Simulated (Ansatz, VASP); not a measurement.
# Mg in VASP and in Ansatz

Contents of INCAR:

```
ALGO = Normal
EDIFF = 1E-6
ENCUT = 520
GGA = PS
ISIF = 2
ISMEAR = 0
LASPH = T
LCHARG = F
LREAL = F
LWAVE = F
NBANDS = 9
NELM = 100
PREC = Accurate
SIGMA = 0.1
```

KPOINTS

```
k-points
0
Gamma
  6 6 4
```

The input POSCAR:

```
Mg
1.0
    3.2093000000      0.0000000000      0.0000000000
   -1.6046500000      2.7793353300      0.0000000000
    0.0000000000      0.0000000000      5.2103000000
Mg
2
Direct
    0.3333333300      0.6666666700      0.2500000000
    0.6666666700      0.3333333300      0.7500000000
```

Input for Ansatz:

```yaml
crystal:
  lattice:
    - [3.2093, 0.0, 0.0]
    - [-1.60465, 2.77933533, 0.0]
    - [0.0, 0.0, 5.2103]
  atoms:
    - { symbol: Mg, position: [0.33333333, 0.66666667, 0.25] }
    - { symbol: Mg, position: [0.66666667, 0.33333333, 0.75] }
basis:
  ecutwfc: 420
kpoints:
  mp_grid: { grid: [6, 6, 4] }
hamiltonian:
  xc: pbesol
  pseudopotentials: { kind: paw, azcp: { folder: soft_1 } }
scf:
  occupations: { method: gaussian, width: 0.1 }
output:
  forces: true
  stress: true
  eigenvalues: true
```

Alike in both runs: task single point; functional PBEsol; k mesh 6 × 6 × 4; occupations gaussian, width 0.1 eV; no spin polarisation.

|  | VASP | Ansatz |
| --- | --- | --- |
| version | VASP 6.6.1 | Ansatz 0.2.0 |
| potentials or method | VASP PAW PBE potentials, release 64 (Mg), cutoff 520 eV | scalar-relativistic, plane waves, PAW |
| valence electrons in the cell | 4 | 20 |

```tsv
	VASP	Ansatz	Ansatz less VASP
gap on the k mesh at the Fermi level (eV)	none	none	-
pressure (GPa)	-1.1	-1.1	+0.04
traceless stress, the component that is largest in VASP (GPa)	0.08	0.07	-0.007
```

VASP's potentials were made for PBE, not for PBEsol, and Ansatz warns of the same on its side. A gap of «none» marks a metal or a gap that the smearing closes. VASP's potentials hold 4 valence electrons a cell and Ansatz's 20, so a difference there can come from the potentials and not from the codes.

The k mesh is coarse, so the values compare programs but aren't converged.
